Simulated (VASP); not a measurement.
# LiPbF3 (Pm-3m) in VASP: a series of runs

The runs below take LiPbF3 through single point, relaxation of cell and atoms, with PBE.

Program: VASP 6.6.1. These are calculated values, not measurements. Logs are shortened: lines on timing, memory, paths and dates and some standing lists are left out, and cuts for length are marked.

## 1. The cell of the first run

It takes space group Pm-3m (No. 221, cubic). Conventional cell: a = 3.980 Å, b = 3.980 Å, c = 3.980 Å, α = 90.00°, β = 90.00°, γ = 90.00°. Within 2.6 Å of Li (site symmetry m-3m) lie 6 F at 1.99 Å. Within 3.7 Å of Pb (site symmetry m-3m) lie 12 F at 2.81 Å and 8 Li at 3.45 Å. F (site symmetry 4/mmm) has 2 Li at 1.99 Å within 2.6 Å.

## 2. Single point, PBE

The input, INCAR:

```
SYSTEM = LiPbF3
PREC = Accurate ; ENCUT = 520
EDIFF = 1E-6 ; ISMEAR = 0
SIGMA = 0.1 ; LREAL = .FALSE.
LASPH = .TRUE. ; NELM = 100
ALGO = Normal ; ISIF = 2
LWAVE = .FALSE. ; LCHARG = .FALSE.
GGA = PE ; NBANDS = 27
```

The input, KPOINTS:

```
Automatic mesh
0
G
  4 4 4
  0 0 0
```

The input, POSCAR:

```
LiPbF3
1.0
    3.9802243700      0.0000000000      0.0000000000
    0.0000000000      3.9802243700      0.0000000000
    0.0000000000      0.0000000000      3.9802243700
Li Pb F
1 1 3
Direct
    0.0000000000      0.0000000000      0.0000000000
    0.5000000000      0.5000000000      0.5000000000
    0.5000000000      0.0000000000      0.0000000000
    0.0000000000      0.5000000000      0.0000000000
    0.0000000000      0.0000000000      0.5000000000
```

Potentials or basis: VASP PAW PBE potentials, release 64 (Li_sv, Pb_d, F).

Command:

```console
$ cat potpaw_PBE.64/Li_sv/POTCAR potpaw_PBE.64/Pb_d/POTCAR potpaw_PBE.64/F/POTCAR > POTCAR
$ mpirun -np 1 vasp_std > vasp.out
```

OUTCAR:

```text
SYSTEM = LiPbF3
   PREC = Accurate
   ENCUT = 520
   EDIFF = 1E-6
   ISMEAR = 0
   LREAL = .FALSE.
   LASPH = .TRUE.
   NELM = 100
   ISIF = 2
   GGA = PE

 ion  position               nearest neighbor table
   1  0.000  0.000  0.000-   3 1.99   4 1.99   5 1.99   5 1.99   4 1.99   3 1.99
   2  0.500  0.500  0.500-   3 2.81   4 2.81   5 2.81   3 2.81   4 2.81   3 2.81   5 2.81   3 2.81
                             4 2.81   5 2.81   4 2.81   5 2.81
   3  0.500  0.000  0.000-   1 1.99   1 1.99   2 2.81   2 2.81   2 2.81   2 2.81
   4  0.000  0.500  0.000-   1 1.99   1 1.99   2 2.81   2 2.81   2 2.81   2 2.81
   5  0.000  0.000  0.500-   1 1.99   1 1.99   2 2.81   2 2.81   2 2.81   2 2.81

  LATTYP: Found a simple cubic cell.
 ALAT       =     3.9802243700

  Lattice vectors:

 A1 = (   3.9802243700,   0.0000000000,   0.0000000000)
 A2 = (   0.0000000000,   3.9802243700,   0.0000000000)
 A3 = (   0.0000000000,   0.0000000000,   3.9802243700)

Analysis of symmetry for initial positions (statically):
=====================================================================
 Subroutine PRICEL returns:
 Original cell was already a primitive cell.

 Routine SETGRP: Setting up the symmetry group for a
 simple cubic supercell.

 Subroutine GETGRP returns: Found 48 space group operations
 (whereof 48 operations were pure point group operations)
 out of a pool of 48 trial point group operations.

The static configuration has the point symmetry O_h .

Analysis of symmetry for dynamics (positions and initial velocities):
=====================================================================
 Subroutine PRICEL returns:
 Original cell was already a primitive cell.

 Routine SETGRP: Setting up the symmetry group for a
 simple cubic supercell.

 Subroutine GETGRP returns: Found 48 space group operations
 (whereof 48 operations were pure point group operations)
 out of a pool of 48 trial point group operations.

The dynamic configuration has the point symmetry O_h .

 Subroutine INISYM returns: Found 48 space group operations
 (whereof 48 operations are pure point group operations),
 and found     1 'primitive' translations

----------------------------------------------------------------------------------------

                                     Primitive cell

  volume of cell :      63.0555

  direct lattice vectors                    reciprocal lattice vectors
     3.980224370  0.000000000  0.000000000     0.251242118  0.000000000  0.000000000
     0.000000000  3.980224370  0.000000000     0.000000000  0.251242118  0.000000000
     0.000000000  0.000000000  3.980224370     0.000000000  0.000000000  0.251242118

  length of vectors
     3.980224370  3.980224370  3.980224370     0.251242118  0.251242118  0.251242118

  position of ions in fractional coordinates (direct lattice)
     0.000000000  0.000000000  0.000000000
     0.500000000  0.500000000  0.500000000
     0.500000000  0.000000000  0.000000000
     0.000000000  0.500000000  0.000000000
     0.000000000  0.000000000  0.500000000

  ion indices of the primitive-cell ions
   primitive index   ion index
                 1           1
                 2           2
                 3           3
                 4           4
                 5           5

----------------------------------------------------------------------------------------

 KPOINTS: Automatic mesh

Automatic generation of k-mesh.
 Grid dimensions read from file:
 generate k-points for:    4    4    4

 Generating k-lattice:

  Cartesian coordinates                     Fractional coordinates (reciprocal lattice)
     0.062810529  0.000000000  0.000000000     0.250000000  0.000000000  0.000000000
     0.000000000  0.062810529  0.000000000     0.000000000  0.250000000  0.000000000
     0.000000000  0.000000000  0.062810529     0.000000000  0.000000000  0.250000000

  Length of vectors
     0.062810529  0.062810529  0.062810529

  Shift w.r.t. Gamma in fractional coordinates (k-lattice)
     0.000000000  0.000000000  0.000000000

 Subroutine IBZKPT returns following result:
 ===========================================

 Found     10 irreducible k-points:

 Following reciprocal coordinates:
            Coordinates               Weight
  0.000000  0.000000  0.000000      1.000000
  0.250000  0.000000  0.000000      6.000000
  0.500000  0.000000  0.000000      3.000000
  0.250000  0.250000  0.000000     12.000000
  0.500000  0.250000  0.000000     12.000000
  0.500000  0.500000  0.000000      3.000000
  0.250000  0.250000  0.250000      8.000000
  0.500000  0.250000  0.250000     12.000000
  0.500000  0.500000  0.250000      6.000000
  0.500000  0.500000  0.500000      1.000000
   k-points           NKPTS =     10   k-points in BZ     NKDIM =     10   number of bands    NBANDS=     27
   number of dos      NEDOS =    301   number of ions     NIONS =      5
   total plane-waves  NPLWV =  27000
   dimension x,y,z NGX =    30 NGY =   30 NGZ =   30
   dimension x,y,z NGXF=    60 NGYF=   60 NGZF=   60
   ions per type =               1   1   3
   NGX,Y,Z   is equivalent  to a cutoff of  12.53, 12.53, 12.53 a.u.
   NGXF,Y,Z  is equivalent  to a cutoff of  25.06, 25.06, 25.06 a.u.
 SYSTEM =  LiPbF3
   PREC   = accura    normal or accurate (medium, high low for compatibility)
   ISTART =      0    job   : 0-new  1-cont  2-samecut
   ICHARG =      2    charge: 1-file 2-atom 10-const
   ISPIN  =      1    spin polarized calculation?
   LNONCOLLINEAR =      F non collinear calculations
   LSORBIT =      F    spin-orbit coupling
   LASPH  =      T    aspherical Exc in radial PAW
   ENCUT  =  520.0 eV  38.22 Ry    6.18 a.u.   7.40  7.40  7.40*2*pi/ulx,y,z
   NELM   =    100;   NELMIN=  2; NELMDL= -5     # of ELM steps
   EDIFF  = 0.1E-05   stopping-criterion for ELM
   LREAL  =      F    real-space projection
   EDIFFG = 0.1E-04   stopping-criterion for IOM
   NSW    =      0    number of steps for IOM
   IBRION =     -1    ionic relax: 0-MD 1-quasi-New 2-CG
   NFREE  =      0    steps in history (QN), initial steepest desc. (CG)
   ISIF   =      2    stress and relaxation
   ISYM   =      2    0-nonsym 1-usesym 2-fastsym
   POTIM  = 0.5000    time-step for ionic-motion
   TEBEG  =    0.0;   TEEND  =   0.0 temperature during run
   PSTRESS=    0.0 pullay stress
   NELECT =      38.0000    total number of electrons
   NUPDOWN=      -1.0000    fix difference up-down
   EMIN   =  10.00;   EMAX   =-10.00  energy-range for DOS
   EFERMI =   0.00;   METHOD = LEGACY
   ISMEAR =     0;   SIGMA  =   0.10  broadening in eV -4-tet -1-fermi 0-gaus
   EFERMI_NEDOS =   21; number of points for ismear=-14 and -15
   IALGO  =     38    algorithm
   IMIX   =      4    mixing-type and parameters
     AMIX     =   0.40;   BMIX     =  1.00
     AMIX_MAG =   1.60;   BMIX_MAG =  1.00
  volume/ion in A,a.u.               =      12.61        85.10
  Fermi-wavevector in a.u.,A,eV,Ry     =   1.382808  2.613128 26.016480  1.912157
  Thomas-Fermi vector in A             =   2.507465
   LORBIT       =      0    0 simple, 1 ext, 2 COOP (PROOUT), +10 PAW based schemes
   GGA     = PE    functional components
   LHFCALC =     F    Hartree Fock is set to
   AEXX    =    0.0000 exact exchange contribution
   IVDW    =     0    specifies the selected vdW correction
   LEPSILON=     F    determine dielectric tensor
   LRPA    =     F    only Hartree local field effects (RPA)
 non-spin polarized calculation
 Gauss-broadening in eV      SIGMA  =   0.10
  energy-cutoff  :      520.00
  volume of cell :       63.06
 maximum number of plane-waves:      1743
 NGX is ok and might be reduce to    30
   NGX = 15   NGY = 15   NGZ = 15

 number of electron      37.9999954 magnetization

 Free energy of the ion-electron system (eV)
  ---------------------------------------------------
  ext. energy  EPLUGINS =         0.00000000
  ---------------------------------------------------
  free energy    TOTEN  =       -23.65518597 eV

  energy without entropy =      -23.65518597  energy(sigma->0) =      -23.65518597

 E-fermi :   2.2324     XC(G=0): -10.2160

 val. band max:        1.6351764271   @ k =   0.5000   0.0000   0.0000
 cond. band min:       5.5006525548   @ k =   0.5000   0.0000   0.0000
 fundamental gap:      3.8654761277
 Fermi energy:         2.2323983063

 k-point     1 :       0.0000    0.0000    0.0000
  band No.  band energies     occupation
      1     -39.3845      2.00000
      2     -18.7184      2.00000
      3     -18.0174      2.00000
      4     -18.0174      2.00000
      5     -12.9467      2.00000
      6     -12.9467      2.00000
[... 19 lines left out ...]
     26      18.2387      0.00000
     27      18.2387      0.00000

 k-point     2 :       0.2500    0.0000    0.0000
  band No.  band energies     occupation
      1     -39.3837      2.00000
      2     -18.6243      2.00000
      3     -18.1174      2.00000
      4     -18.0040      2.00000
      5     -12.9691      2.00000
      6     -12.9189      2.00000
[... 19 lines left out ...]
     26      17.5378      0.00000
     27      17.5378      0.00000

 k-point     3 :       0.5000    0.0000    0.0000
  band No.  band energies     occupation
      1     -39.3830      2.00000
      2     -18.4514      2.00000
      3     -18.2966      2.00000
      4     -17.9905      2.00000
      5     -12.9917      2.00000
      6     -12.9277      2.00000
[... 19 lines left out ...]
     26      17.2331      0.00000
     27      17.2331      0.00000

 k-point     4 :       0.2500    0.2500    0.0000
  band No.  band energies     occupation
      1     -39.3830      2.00000
      2     -18.5455      2.00000
      3     -18.1394      2.00000
      4     -18.0617      2.00000
      5     -12.9622      2.00000
      6     -12.9151      2.00000
[... 19 lines left out ...]
     26      17.0801      0.00000
     27      17.2896      0.00000
[... 96 lines left out ...]
      4     -18.1321      2.00000
      5     -12.9358      2.00000
      6     -12.9111      2.00000
[... 19 lines left out ...]
     26      17.4229      0.00000
     27      17.4276      0.00000

 k-point     9 :       0.5000    0.5000    0.2500
  band No.  band energies     occupation
      1     -39.3809      2.00000
      2     -18.2625      2.00000
      3     -18.2625      2.00000
      4     -18.2533      2.00000
      5     -12.9165      2.00000
      6     -12.8944      2.00000
[... 19 lines left out ...]
     26      17.5444      0.00000
     27      18.8730      0.00000

 k-point    10 :       0.5000    0.5000    0.5000
  band No.  band energies     occupation
      1     -39.3803      2.00000
      2     -18.2677      2.00000
      3     -18.2677      2.00000
      4     -18.2677      2.00000
      5     -12.8767      2.00000
      6     -12.8767      2.00000
[... 19 lines left out ...]
     26      17.9334      0.00000
     27      22.1581      0.00000

------------------------ aborting loop because EDIFF is reached ----------------------------------------

  FORCE on cell =-STRESS in cart. coord.  units (eV):
  Direction    XX          YY          ZZ          XY          YZ          ZX
  --------------------------------------------------------------------------------------
  -------------------------------------------------------------------------------------
  Total       -1.1665641     -1.1665641     -1.1665641      0.0000000      0.0000000     -0.0000000
  in kB      -29.6412500    -29.6412500    -29.6412500      0.0000000      0.0000000     -0.0000000
  external PRESSURE =     -29.6412500 kB  Pullay stress =       0.0000000 kB

 VOLUME and BASIS-vectors are now :
 -----------------------------------------------------------------------------
  energy-cutoff  :      520.00
  volume of cell :       63.06
      direct lattice vectors                 reciprocal lattice vectors
     3.980224370  0.000000000  0.000000000     0.251242118  0.000000000  0.000000000
     0.000000000  3.980224370  0.000000000     0.000000000  0.251242118  0.000000000
     0.000000000  0.000000000  3.980224370     0.000000000  0.000000000  0.251242118

 POSITION                                       TOTAL-FORCE (eV/Angst)
 -----------------------------------------------------------------------------------
      0.00000      0.00000      0.00000         0.000000      0.000000      0.000000
      1.99011      1.99011      1.99011         0.000000      0.000000      0.000000
      1.99011      0.00000      0.00000         0.000000      0.000000      0.000000
      0.00000      1.99011      0.00000         0.000000      0.000000      0.000000
      0.00000      0.00000      1.99011         0.000000      0.000000      0.000000
 -----------------------------------------------------------------------------------
    total drift:                                0.000000     -0.000000      0.000000

  FREE ENERGIE OF THE ION-ELECTRON SYSTEM (eV)
  ---------------------------------------------------
  free  energy   TOTEN  =       -23.6551859661 eV

  energy  without entropy=      -23.6551859661  energy(sigma->0) =      -23.65518597
```

Wall time 14 s (1 thread of Intel Xeon Platinum 8488C (Sapphire Rapids), shared host); peak memory 0.17 GiB.

What came out:

```yaml
Free_energy: -23.6552 eV
Band_gap_on_the_k_mesh: 3.87 eV
```

Caveat: the cutoff is under 1.25 times the usual one of these potentials, so pressure, stress and relaxed cells hold a basis-set (Pulay) error; spin-orbit coupling is left out, which moves the levels of the heavy elements. A k mesh can miss the band edges.

(Continued in part 2 of 2.)
